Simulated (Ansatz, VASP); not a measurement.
## Two plane-wave programs on CaO

```
Ca O
1.0
     3.64425    0.00000    0.00000
    -1.82213    3.91901    0.00000
     0.00000    0.00000    4.61545
Ca O
2 2
Direct
  0.33333 0.66667 0.75000
  0.66667 0.33333 0.25000
  0.33333 0.66667 0.25000
  0.66667 0.33333 0.75000
```

Change from the starting cell: strain +e along x and -e along y -0.1100, strain +e along z and -e/2 along x and y -0.0400.

Alike in both runs: task single point; functional PBE; k mesh 9 × 9 × 6; occupations gaussian, width 0.05 eV; no spin polarisation.

|  | VASP | Ansatz |
| --- | --- | --- |
| version | VASP 6.6.1 | Ansatz 0.2.0 |
| potentials or method | VASP PAW PBE potentials, release 64 (Ca_sv, O), cutoff 520 eV | scalar-relativistic, plane waves, PAW |
| valence electrons in the cell | 32 | 32 |

Ansatz gave:

```
gap on the k mesh at the Fermi level (eV)                     : 3.03
least direct gap on the mesh (eV)                             : 3.03
pressure (GPa)                                                : 3.4
traceless stress, the component that is largest in VASP (GPa) : -8.55
rms of the force components (eV/Å)                            : 0.399
```

**Question.** Estimate VASP's values.

**Answer.** gap on the k mesh at the Fermi level (eV): 3.01; least direct gap on the mesh (eV): 3.01; pressure (GPa): 4.0; traceless stress, the component that is largest in VASP (GPa): -8.77; rms of the force components (eV/Å): 0.424.

Atom by atom the forces differ by 0.026 eV/Å (rms over components). The functional is the same, so the differences come from potentials, cutoffs and numerics.
